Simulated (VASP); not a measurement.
Here is a VASP 6.6.1 calculation.

INCAR

```
ALGO     = Normal         # electronic algorithm
EDIFF    = 1E-6           # SCF threshold, eV
ENCUT    = 520            # plane-wave cutoff, eV
GGA      = PE             # functional
ISIF     = 2              # what is computed and relaxed
ISMEAR   = 0              # smearing method
LASPH    = T              # aspherical terms in the spheres
LCHARG   = F              # write CHGCAR
LREAL    = F              # projectors in reciprocal space
LWAVE    = F              # write WAVECAR
NBANDS   = 13             # bands
NELM     = 100            # most SCF steps
PREC     = Accurate       # precision mode
SIGMA    = 0.05           # smearing width, eV
```

File KPOINTS:

```
k-points
0
Gamma
  16 16 16
```

POSCAR

```
Pb
1.0
   -1.9741532940      1.9741532940      1.9741532940
    1.9741532940     -1.9741532940      1.9741532940
    1.9741532940      1.9741532940     -1.9741532940
Pb
1
Direct
    0.0000000000      0.0000000000      0.0000000000
```

Potentials or basis: VASP PAW PBE potentials, release 64 (Pb_d).

Run with:

```console
$ cat potpaw_PBE.64/Pb_d/POTCAR > POTCAR
$ mpirun -np 1 vasp_std > vasp.out
```

Question: What does it give for the pressure?

Answer: 1.5 GPa.

Question: What does it give for the band gap on the k mesh?

Answer: Zero (band 7 reaches 14.63 eV, above the bottom of band 8 at 5.18 eV).

Caveat: spin-orbit coupling is left out, which moves the levels of the heavy elements.
